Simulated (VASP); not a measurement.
A run of VASP 6.6.1 is set up as follows.

File INCAR:

```
SYSTEM = MoS2
PREC = Accurate
ENCUT = 520
EDIFF = 1E-7
ISMEAR = 1
SIGMA = 0.2
LREAL = .False.
LASPH = .True.
NELM = 60
ALGO = Normal
ISIF = 2
LWAVE = .False.
LCHARG = .False.
GGA = PS
NBANDS = 35
```

Contents of KPOINTS:

```
regular mesh
0
Gamma
  12 12 4
  0 0 0
```

File POSCAR:

```
MoS2
1.0
    3.2838404160      0.0000000000      0.0000000000
   -1.6419202080      2.8438892222      0.0000000000
    0.0000000000      0.0000000000     10.9529213236
Mo S
2 4
Direct
    0.3333333333      0.6666666667      0.2500000000
    0.6666666667      0.3333333333      0.7500000000
    0.3333333333      0.6666666667      0.6259932117
    0.6666666667      0.3333333333      0.1259932117
    0.3333333333      0.6666666667      0.8740067883
    0.6666666667      0.3333333333      0.3740067883
```

Potentials or basis: VASP PAW PBE potentials, release 64 (Mo_sv, S).

Launch:

```sh
$ cat potpaw_PBE.64/Mo_sv/POTCAR potpaw_PBE.64/S/POTCAR > POTCAR
$ mpirun -np 1 vasp_std > vasp.out
```

(1) What does it give for the pressure?

(2) What does it give for the largest force?

## Answers

(1) 10.3 GPa.

(2) 2.997 eV/Å.

Caveat: the stress differs along the axes, from 1 to 30 GPa; the PAW data sets were made with another functional, which shifts forces and pressure a little.
